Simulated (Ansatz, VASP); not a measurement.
# Two plane-wave programs on MgO

```xyz
2
Lattice="0.0374 2.0975 2.0975 2.0975 0.0374 2.0975 2.0975 2.0975 0.0374" Properties=species:S:1:pos:R:3 pbc="T T T"
Mg    0.0000    0.0000    0.0000
O     2.1162    2.1162    2.1162
```

Change from the starting cell: epitaxial_111 strain -2.0%.

Alike in both runs: task single point; functional PBE; k mesh 10 × 10 × 10; occupations fermi-dirac, width 0.02 eV; no spin polarisation.

|  | VASP | Ansatz |
| --- | --- | --- |
| version | VASP 6.6.1 | Ansatz 0.2.0 |
| potentials or method | VASP PAW PBE potentials, release 64 (Mg, O) | plane waves, PAW |
| plane-wave cutoff (eV) | 520 | 420 |
| valence electrons in the cell | 8 | 16 |

```csv
,VASP,Ansatz,Ansatz less VASP
gap on the k mesh at the Fermi level (eV),5.03,5.05,+0.016
pressure (GPa),11.1,11.8,+0.75
"traceless stress, the component that is largest in VASP (GPa)",-2.87,-2.84,+0.021
```

VASP's potentials hold 8 valence electrons a cell and Ansatz's 16, so a difference there can come from the potentials and not from the codes.
